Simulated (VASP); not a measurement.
Input of a VASP 6.6.1 run:

Contents of INCAR:

```
PREC = Accurate
ENCUT = 520
EDIFF = 1E-7
ISMEAR = 0
SIGMA = 0.15
LREAL = F
LASPH = T
NELM = 60
ALGO = Fast
ISIF = 2
LWAVE = F
LCHARG = F
GGA = PS
IVDW = 12
NBANDS = 14
```

KPOINTS

```
regular mesh
0
Gamma
  16 16 16
```

The input POSCAR:

```
Bi
1.0
   -1.7090685475      2.0938422397      1.9686945963
    1.7090685475     -2.0938422397      1.9686945963
    1.7090685475      2.0938422397     -1.9686945963
Bi
1
Direct
    0.0000000000      0.0000000000      0.0000000000
```

Potentials or basis: VASP PAW PBE potentials, release 64 (Bi_d).

Command:

```sh
$ cat potpaw_PBE.64/Bi_d/POTCAR > POTCAR
$ mpirun -np 1 vasp_std > vasp.out
```

**Question.** Estimate the pressure.

**Answer.** 1.6 GPa.

**Question.** What does it give for the dispersion energy per atom?

**Answer.** -0.581 eV.

Stress tensor (GPa, compression positive):
```
2.32 0.00 0.00
0.00 0.66 0.00
0.00 0.00 1.70
```

Caveat: the cell differs from its parent crystal (strain +e along x and -e along y -0.1000, strain +e along z and -e/2 along x and y +0.0233); the PAW data sets were made with another functional, which shifts forces and pressure a little.
